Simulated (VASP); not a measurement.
Here is a VASP 6.6.1 calculation.

File INCAR:

```
SYSTEM = LiPd2N3
PREC = Accurate ; ENCUT = 600
EDIFF = 1E-6 ; ISMEAR = 0
SIGMA = 0.1 ; LREAL = .FALSE.
LASPH = .TRUE. ; NELM = 60
ALGO = Normal ; ISIF = 3
LWAVE = .FALSE. ; LCHARG = .FALSE.
GGA = PE ; IBRION = 2
NSW = 90 ; EDIFFG = -0.04
```

KPOINTS

```
Automatic mesh
0
G
  6 6 4
  0 0 0
```

The input POSCAR:

```
LiPd2N3
1.0
    3.6568107719      0.0000000000      0.0000000000
    0.0000000000      3.6568107719      0.0000000000
    0.0000000000      0.0000000000      5.1676297149
Li Pd N
1 2 3
Direct
    0.5000000000      0.5000000000      0.5000000000
    0.0000000000      0.0000000000      0.2509263863
    0.0000000000      0.0000000000      0.7490736137
    0.0000000000      0.5000000000      0.0000000000
    0.5000000000      0.0000000000      0.0000000000
    0.5000000000      0.5000000000      0.0000000000
```

Potentials or basis: VASP PAW PBE potentials, release 64 (Li_sv, Pd, N).

Run with:

```sh
$ cat potpaw_PBE.64/Li_sv/POTCAR potpaw_PBE.64/Pd/POTCAR potpaw_PBE.64/N/POTCAR > POTCAR
$ mpirun -np 1 vasp_std > vasp.out
```

**Question.** What does it give for the space group after relaxing (to 0.1 Å)?

**Answer.** P4/mmm (No. 123).

**Question.** Predict the relaxed cell.

**Answer.** a = 3.674 Å, b = 3.674 Å, c = 5.169 Å, α = 90.00°, β = 90.00°, γ = 90.00°.

**Question.** Estimate the band gap on the k mesh.

**Answer.** Zero (bands 19 and 20 overlap by 1.76 eV).

**Question.** What does it give for the relaxed volume?

**Answer.** 11.63 Å³/atom.

Step by step:
| step | energy change (eV) | largest force (eV/Å) | pressure (GPa) | volume (Å³) |
| --- | --- | --- | --- | --- |
| 1 | 0.0000 | 0.1343 | 0.95 | 69.10 |
| 2 | -0.0040 | 0.0264 | -0.16 | 69.79 |

Caveat: the cutoff is under 1.25 times the usual one of these potentials, so pressure, stress and relaxed cells hold a basis-set (Pulay) error.
